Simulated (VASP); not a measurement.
# Pb in VASP: further runs, part 2 of 2

VASP 6.6.1. The steps go on from the part before.

## (3) Electric field gradients, PBE (z stretched by +1.5 % at fixed volume)

The input, INCAR:

```
SYSTEM = Pb
ALGO = Normal ; EDIFF = 1E-8
ENCUT = 520 ; GGA = PE
ISIF = 2 ; ISMEAR = -1
LASPH = .True. ; LCHARG = .False.
LEFG = .True. ; LREAL = .False.
LWAVE = .False. ; NBANDS = 13
NELM = 80 ; PREC = Accurate
SIGMA = 0.05
```

The input, KPOINTS:

```
k-points
0
Gamma
  12 12 12
  0 0 0
```

The input, POSCAR:

```
Pb
1.0
    0.0000000000      2.4514823183      2.5068470000
    2.4514823183      0.0000000000      2.5068470000
    2.4514823183      2.4514823183      0.0000000000
Pb
1
Direct
    0.0000000000      0.0000000000      0.0000000000
```

Potentials or basis: VASP PAW PBE potentials, release 64 (Pb_d).

The run is started by

```sh
$ cat potpaw_PBE.64/Pb_d/POTCAR > POTCAR
$ mpirun -np 1 vasp_std > vasp.out
```

OUTCAR:

```text
SYSTEM = Pb
   EDIFF = 1E-8
   ENCUT = 520
   GGA = PE
   ISIF = 2
   ISMEAR = -1
   LASPH = .True.
   LREAL = .False.
   NELM = 80
   PREC = Accurate

 ion  position               nearest neighbor table
   1  0.000  0.000  0.000-

  LATTYP: Found a body centered tetragonal cell.
 ALAT       =     3.4669195425
 C/A-ratio  =     1.4461523951

  Lattice vectors:

 A1 = (  -2.4514823183,   0.0000000000,   2.5068470000)
 A2 = (   2.4514823183,   0.0000000000,   2.5068470000)
 A3 = (   0.0000000000,   2.4514823183,  -2.5068470000)

Analysis of symmetry for initial positions (statically):
=====================================================================
 Subroutine PRICEL returns:
 Original cell was already a primitive cell.

 Routine SETGRP: Setting up the symmetry group for a
 body centered tetragonal supercell.

 Subroutine GETGRP returns: Found 16 space group operations
 (whereof 16 operations were pure point group operations)
 out of a pool of 16 trial point group operations.
[... 565 lines left out ...]
 -----------------------------------------------------------------------------
  energy-cutoff  :      520.00
  volume of cell :       30.13
      direct lattice vectors                 reciprocal lattice vectors
     0.000000000  2.451482318  2.506847000    -0.203958232  0.203958232  0.199453736
     2.451482318  0.000000000  2.506847000     0.203958232 -0.203958232  0.199453736
     2.451482318  2.451482318  0.000000000     0.203958232  0.203958232 -0.199453736

 POSITION                                       TOTAL-FORCE (eV/Angst)
 -----------------------------------------------------------------------------------
      0.00000      0.00000      0.00000         0.000000      0.000000     -0.000000
 -----------------------------------------------------------------------------------
    total drift:                               -0.000000     -0.000000     -0.000000

  FREE ENERGIE OF THE ION-ELECTRON SYSTEM (eV)
  ---------------------------------------------------
  free  energy   TOTEN  =        -3.5389211265 eV

  energy  without entropy=       -3.5301139431  energy(sigma->0) =       -3.53451753

 Electric field gradients (V/A^2)
---------------------------------------------------------------------
 ion       V_xx      V_yy      V_zz      V_xy      V_xz      V_yz
---------------------------------------------------------------------
   1       4.164     4.164    -8.329     0.001     0.001     0.001
---------------------------------------------------------------------

 Electric field gradients after diagonalization (V/A^2)
 (convention: |V_zz| > |V_xx| > |V_yy|)
----------------------------------------------------------------------
 ion       V_xx      V_yy      V_zz     asymmetry (V_yy - V_xx)/ V_zz
----------------------------------------------------------------------
   1       4.166     4.163    -8.329       0.000
----------------------------------------------------------------------

           NMR quadrupolar parameters

 Cq : quadrupolar parameter    Cq=e*Q*V_zz/h
 eta: asymmetry parameters     (V_yy - V_xx)/ V_zz
 Q  : nuclear electric quadrupole moment in mb (millibarn)
----------------------------------------------------------------------
 ion       Cq(MHz)       eta       Q (mb)
----------------------------------------------------------------------
   1      -0.020       0.000       1.000
----------------------------------------------------------------------
```

OSZICAR:

```text
N       E                     dE             d eps       ncg     rms          rms(c)
DAV:   1     0.105802134940E+03    0.10580E+03   -0.71343E+03  4303   0.125E+03
DAV:   2     0.153875617752E+01   -0.10426E+03   -0.10103E+03  4428   0.309E+02
DAV:   3    -0.343012621656E+01   -0.49689E+01   -0.49443E+01  5301   0.727E+01
DAV:   4    -0.354538106836E+01   -0.11525E+00   -0.11522E+00  5265   0.117E+01
DAV:   5    -0.355046743977E+01   -0.50864E-02   -0.50861E-02  5896   0.228E+00    0.531E-01
DAV:   6    -0.354123819784E+01    0.92292E-02   -0.12806E-02  5497   0.199E+00    0.263E-01
DAV:   7    -0.353898900283E+01    0.22492E-02   -0.55504E-03  5543   0.123E+00    0.867E-02
DAV:   8    -0.353892629132E+01    0.62712E-04   -0.41537E-04  5708   0.326E-01    0.102E-02
DAV:   9    -0.353892233099E+01    0.39603E-05   -0.10595E-05  5708   0.576E-02    0.498E-03
DAV:  10    -0.353892112535E+01    0.12056E-05   -0.99758E-07  5078   0.898E-03    0.286E-04
DAV:  11    -0.353892112653E+01   -0.11757E-08   -0.34350E-08  5396   0.219E-03
   1 F= -.35389211E+01 E0= -.35345175E+01  d E =-.880718E-02
```

Wall time 58 s (1 thread of AMD EPYC 7R43 (Zen 3), shared host); peak memory 0.16 GiB.

Results:

```yaml
Free_energy: -3.5389 eV
Pressure: 2.9 GPa
Band_gap_on_the_k_mesh: zero (band 7 reaches 14.81 eV, above the bottom of band 8 at 5.70 eV)
```

Electric field gradients, principal values (V/Å²):
```csv
atom,least,middle,greatest (by size)
1 Pb,4.163,4.166,-8.329
```

Caveat: without QUAD_EFG the Cq values of the log hold for a quadrupole moment of 1 mb, not for the nuclei; spin-orbit coupling is left out, which moves the levels of the heavy elements.

## (4) Electric field gradients, PBE

INCAR, as its differences from that of step 3:

```diff
@@ -7,3 +7,3 @@
 LWAVE = .False. ; NBANDS = 13
-NELM = 80 ; PREC = Accurate
+NELM = 100 ; PREC = Accurate
 SIGMA = 0.05
```

KPOINTS is that of step 3.

The input, POSCAR:

```
Pb
1.0
    0.0000000000      2.4698000000      2.4698000000
    2.4698000000      0.0000000000      2.4698000000
    2.4698000000      2.4698000000      0.0000000000
Pb
1
Direct
    0.0000000000      0.0000000000      0.0000000000
```

Potentials or basis: VASP PAW PBE potentials, release 64 (Pb_d).

The run is started by

```sh
$ cat potpaw_PBE.64/Pb_d/POTCAR > POTCAR
$ mpirun -np 1 vasp_std > vasp.out
```

OUTCAR:

```text
SYSTEM = Pb
   EDIFF = 1E-8
   ENCUT = 520
   GGA = PE
   ISIF = 2
   ISMEAR = -1
   LASPH = .True.
   LREAL = .False.
   NELM = 100
   PREC = Accurate

 ion  position               nearest neighbor table
   1  0.000  0.000  0.000-

  LATTYP: Found a face centered cubic cell.
 ALAT       =     4.9396000000

  Lattice vectors:

 A1 = (   0.0000000000,   2.4698000000,   2.4698000000)
 A2 = (   2.4698000000,   0.0000000000,   2.4698000000)
 A3 = (   2.4698000000,   2.4698000000,   0.0000000000)

[... 588 lines left out ...]
    total drift:                               -0.000000     -0.000000     -0.000000

  FREE ENERGIE OF THE ION-ELECTRON SYSTEM (eV)
  ---------------------------------------------------
  free  energy   TOTEN  =        -3.5379737599 eV

  energy  without entropy=       -3.5287510662  energy(sigma->0) =       -3.53336241

 Electric field gradients (V/A^2)
---------------------------------------------------------------------
 ion       V_xx      V_yy      V_zz      V_xy      V_xz      V_yz
---------------------------------------------------------------------
   1       0.000     0.000    -0.000     0.001     0.001     0.001
---------------------------------------------------------------------

 Electric field gradients after diagonalization (V/A^2)
 (convention: |V_zz| > |V_xx| > |V_yy|)
----------------------------------------------------------------------
 ion       V_xx      V_yy      V_zz     asymmetry (V_yy - V_xx)/ V_zz
----------------------------------------------------------------------
   1      -0.001    -0.001     0.002       0.000
----------------------------------------------------------------------

           NMR quadrupolar parameters

 Cq : quadrupolar parameter    Cq=e*Q*V_zz/h
 eta: asymmetry parameters     (V_yy - V_xx)/ V_zz
 Q  : nuclear electric quadrupole moment in mb (millibarn)
----------------------------------------------------------------------
 ion       Cq(MHz)       eta       Q (mb)
----------------------------------------------------------------------
   1       0.000       0.000       1.000
----------------------------------------------------------------------
```

stdout:

```text
POSCAR found type information on POSCAR Pb
 POSCAR found :  1 types and       1 ions
 scaLAPACK will be used
 LDA part: xc-table for (Slater+PW92), standard interpolation
 POSCAR, INCAR and KPOINTS ok, starting setup
 FFT: planning ... GRIDC
 FFT: planning ... GRID_SOFT
 FFT: planning ... GRID
 WAVECAR not read
 entering main loop
ion   1
```

Wall time 67 s (1 thread of AMD EPYC 7R13, shared host); peak memory 0.14 GiB.

What came out:

```
Free energy            : -3.5380 eV
Pressure               : 2.9 GPa
Band gap on the k mesh : zero (band 7 reaches 14.82 eV, above the bottom of band 8 at 5.80 eV)
```

Caveat: without QUAD_EFG the Cq values of the log hold for a quadrupole moment of 1 mb, not for the nuclei; spin-orbit coupling is left out, which moves the levels of the heavy elements.

## (5) Density of states, PBE

POSCAR is that of step 4.

The input, INCAR.step1:

```
SYSTEM = Pb
ALGO = Normal
EDIFF = 1E-6
ENCUT = 520
GGA = PE
ISIF = 2
ISMEAR = -1
LASPH = .TRUE.
LCHARG = .TRUE.
LREAL = .FALSE.
LWAVE = .FALSE.
NBANDS = 13
NELM = 60
PREC = Accurate
SIGMA = 0.05
```

The input, KPOINTS.step1:

```
k-points
0
G
  12 12 12
  0 0 0
```

The input, INCAR.step2:

```
SYSTEM = Pb
ALGO = Normal
EDIFF = 1E-6
ENCUT = 520
GGA = PE
ICHARG = 11
ISIF = 2
ISMEAR = -5
LASPH = .TRUE.
LCHARG = .FALSE.
LORBIT = 11
LREAL = .FALSE.
LWAVE = .FALSE.
NBANDS = 13
NEDOS = 2001
NELM = 60
PREC = Accurate
SIGMA = 0.05
```

The input, KPOINTS.step2:

```
k-points
0
G
  18 18 18
  0 0 0
```

The run is started by

```sh
$ cat potpaw_PBE.64/Pb_d/POTCAR > POTCAR
$ cp INCAR.step1 INCAR
$ cp KPOINTS.step1 KPOINTS
$ mpirun -np 1 vasp_std > vasp.out
$ cp INCAR.step2 INCAR
$ cp KPOINTS.step2 KPOINTS
$ mpirun -np 1 vasp_std > vasp.out
```

Run time: 2.6 min. Hardware: 1 thread of AMD EPYC 7R13, shared host; peak memory 0.17 GiB.

The run converged. Its results:

```
Valence electrons inside the program's atomic spheres : Pb 11.96
```

Levels at points of the mesh, in eV from the Fermi level:
```
           k point  band 4  band 5  band 6  band 7  band 8  band 9  band 10  band 11
(0.00, 0.00, 0.00)  -16.98  -16.98  -11.85    7.42    7.42    7.42     9.72    11.37
(0.50, 0.00, 0.00)  -16.84  -16.84   -8.18   -4.29    5.57    5.57     9.19     9.47
(0.50, 0.50, 0.00)  -16.81  -16.81   -6.76   -3.35    2.01    2.01     5.35     6.62
```

Caveat: spin-orbit coupling is left out, which moves the levels of the heavy elements; tetrahedron occupations give inexact forces and stress in metals.

## (6) Summary

```csv
task,cell,k mesh for the DOS,occupations for the DOS,gap on the mesh (eV),pressure (GPa)
electric field gradients,"a = 3.506, b = 3.506, c = 3.467 Å, angles 60.4, 60.4, 59.3°, 1 atom",-,-,none,2.9
electric field gradients,"a = 3.493 Å, angles 60.0°, 1 atom",-,-,none,2.9
density of states,"a = 3.493 Å, angles 60.0°, 1 atom",18 × 18 × 18,tetrahedron,-,-
```

Alike in all rows: level PBE; potentials or basis VASP PAW PBE potentials, release 64 (Pb_d); no spin polarisation; k mesh 12 × 12 × 12; cutoff (eV) 520; smearing fermi-dirac 0.05 eV.

Caveats: spin-orbit coupling is left out, which moves the levels of the heavy elements; tetrahedron occupations give inexact forces and stress in metals (some runs).

Absolute energies hang on the potentials; compare differences alone.
